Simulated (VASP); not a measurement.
Set up this calculation in VASP 6.6.1, as the native input.

```yaml
Task: single point
Functional: PBE
Dispersion: D3(BJ)
Potentials_or_basis: VASP PAW PBE potentials, release 64 (S, W_sv)
Cutoff: 520 eV
k_mesh: 9 × 9 × 1
Occupations: gaussian, width 0.05 eV
Spin: no spin polarisation
Dipole_correction: yes
Further_INCAR_settings: ALGO = Normal; EDIFF = 1e-07; NBANDS = 35
```

The structure of WS2 lies in POSCAR:

```
WS2
1.0
    3.1595456682      0.0000000000      0.0000000000
   -1.5797728341      2.7362468131      0.0000000000
    0.0000000000      0.0000000000     23.8042574330
S W
4 2
Direct
    0.3333333333      0.6666666667      0.1890418137
    0.3333333333      0.6666666667      0.3214605092
    0.3333333333      1.0000000000      0.4575706151
    0.3333333333      1.0000000000      0.5899893106
    0.6666666667      0.3333333333      0.2552511584
    0.0000000000      1.3333333333      0.5237799598
```

This cell differs from its parent crystal: layers slid over each other.

One way to write it, as run:

INCAR

```
SYSTEM = WS2
ALGO = Normal
DIPOL = 0.5 0.5 0.390
EDIFF = 1E-7
ENCUT = 520
GGA = PE
IDIPOL = 3
ISIF = 2
ISMEAR = 0
IVDW = 12
LASPH = .TRUE.
LCHARG = .TRUE.
LDIPOL = .TRUE.
LELF = .TRUE.
LREAL = .FALSE.
LVACPOTAV = .TRUE.
LVHAR = .TRUE.
LWAVE = .FALSE.
NBANDS = 35
NELM = 100
PREC = Accurate
SIGMA = 0.05
```

KPOINTS

```
k-points
0
G
  9 9 1
  0 0 0
```

Potentials or basis: VASP PAW PBE potentials, release 64 (S, W_sv).

Run with:

```console
$ cat potpaw_PBE.64/S/POTCAR potpaw_PBE.64/W_sv/POTCAR > POTCAR
$ mpirun -np 1 vasp_std > vasp.out
```

Results of the run:

* Largest force: 0.057 eV/Å
* Band gap on the k mesh: 1.62 eV (least direct gap 1.90 eV)
* Dispersion energy per atom: -0.359 eV

Caveat: the cell differs from its parent crystal (layers slid over each other); spin-orbit coupling is left out, which moves the levels of the heavy elements.

It took 3.3 min on 1 thread of Intel(R) Xeon(R) 6975P-C (Granite Rapids), on a shared host, peak memory 0.44 GiB.
